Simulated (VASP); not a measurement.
## Ti3Si: relaxation of cell and atoms with LDA

Ti3Si:

```
Ti Si
1.0
     5.52012    0.00000    0.00000
    -2.76006    4.78056    0.00000
     0.00000    0.00000    4.43841
Ti Si
6 2
Direct
  0.34321 0.17161 0.75000
  0.82839 0.17161 0.75000
  0.82839 0.65679 0.75000
  0.65679 0.82839 0.25000
  0.17161 0.82839 0.25000
  0.17161 0.34321 0.25000
  0.33333 0.66667 0.75000
  0.66667 0.33333 0.25000
```

```json
{
 "Program": "VASP 6.6.1",
 "Task": "relaxation of cell and atoms",
 "Functional": "LDA",
 "Potentials or basis": "VASP PAW LDA potentials, release 64 (Ti_sv, Si)",
 "Cutoff": "600 eV",
 "k mesh": "6 × 6 × 8",
 "Occupations": "fermi-dirac, width 0.15 eV",
 "Spin": "no spin polarisation",
 "Dipole correction": "no",
 "Further INCAR settings": "ALGO = Fast; EDIFF = 1e-06; IBRION = 2; EDIFFG = -0.001; NSW = 80; ISIF = 3"
}
```

- Relaxed volume: 14.67 Å³/atom
- Relaxed cell: a = 5.516 Å, b = 5.516 Å, c = 4.454 Å, α = 90.00°, β = 90.00°, γ = 120.00°
- Space group after relaxing (to 0.1 Å): P6_3/mmc (No. 194)
- Energy gained by relaxing: 0.2 meV/atom
- Ionic steps: 11
- Pressure after relaxing: 0.0 GPa
- Band gap on the k mesh: zero (bands 40 and 41 overlap by 0.37 eV)

Step by step:
```csv
step,energy change (eV),largest force (eV/Å),pressure (GPa),volume (Å³)
1,0.0000,0.0416,0.36,117.13
2,-0.0009,0.0122,-0.29,117.69
3,-0.0010,0.0234,-0.25,117.54
4,-0.0014,0.0055,-0.03,117.38
5,-0.0014,0.0024,-0.05,117.40
6,-0.0014,0.0029,-0.06,117.39
7,-0.0014,0.0042,0.04,117.32
8,-0.0014,0.0003,-0.01,117.36
9,-0.0014,0.0012,0.02,117.36
10,-0.0014,0.0016,0.00,117.36
11,-0.0014,0.0004,0.00,117.36
```

Final structure:
```
Ti Si
1.0
     5.51587    0.00000    0.00000
    -2.75794    4.77689    0.00000
     0.00000    0.00000    4.45419
Ti Si
6 2
Direct
  0.34258 0.17129 0.75000
  0.82871 0.17129 0.75000
  0.82871 0.65742 0.75000
  0.65742 0.82871 0.25000
  0.17129 0.82871 0.25000
  0.17129 0.34258 0.25000
  0.33333 0.66667 0.75000
  0.66667 0.33333 0.25000
```

Levels at points of the mesh, in eV from the Fermi level:
```csv
k point,band 36,band 37,band 38,band 39,band 40,band 41,band 42,band 43,band 44,band 45
"(0.00, 0.00, 0.00)",-1.80,-1.43,-1.43,-0.62,-0.10,0.50,0.50,0.57,0.61,0.61
"(0.50, 0.00, 0.00)",-1.13,-0.99,-0.64,-0.63,0.05,0.37,0.53,0.61,0.92,1.24
"(0.00, 0.00, 0.50)",-1.38,-1.05,-1.05,-0.61,-0.61,-0.03,-0.03,-0.03,-0.03,1.68
"(0.50, 0.00, 0.50)",-0.64,-0.53,-0.53,-0.27,-0.27,0.07,0.07,0.56,0.56,1.15
```

It took 58 min on 1 thread of Oxide Virtual Turin-like Processor, with other jobs on the host, peak memory 0.31 GiB.
